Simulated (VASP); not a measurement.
Set up this calculation in VASP 6.6.1, as the native input.

```
Task                   : single point
Functional             : PBE
Potentials or basis    : VASP PAW PBE potentials, release 64 (Nb_sv)
Cutoff                 : 520 eV
k mesh                 : 18 × 18 × 18
Occupations            : gaussian, width 0.1 eV
Spin                   : no spin polarisation
Dipole correction      : no
Further INCAR settings : ALGO = Normal; EDIFF = 1e-07; NBANDS = 12
```

The structure of Nb lies in POSCAR:

```
Nb
1.0
   -1.6555580007      1.6555580007      1.6555580007
    1.6555580007     -1.6555580007      1.6555580007
    1.6555580007      1.6555580007     -1.6555580007
Nb
1
Direct
    0.0000000000      0.0000000000      0.0000000000
```

One way to write it, as run:

INCAR

```
SYSTEM = Nb
ALGO = Normal
EDIFF = 1E-7
ENCUT = 520
GGA = PE
ISIF = 2
ISMEAR = 0
LASPH = .True.
LCHARG = .False.
LREAL = .False.
LWAVE = .False.
NBANDS = 12
NELM = 60
PREC = Accurate
SIGMA = 0.1
```

KPOINTS

```
k-points
0
Gamma
  18 18 18
  0 0 0
```

Potentials or basis: VASP PAW PBE potentials, release 64 (Nb_sv).

Command:

```sh
$ cat potpaw_PBE.64/Nb_sv/POTCAR > POTCAR
$ mpirun -np 1 vasp_std > vasp.out
```

Results of the run:

```yaml
Pressure: -0.3 GPa
```

Run time: 19 s on 1 thread of Intel(R) Xeon(R) Platinum 8488C (Sapphire Rapids), with other jobs on the host, peak memory 0.17 GiB.
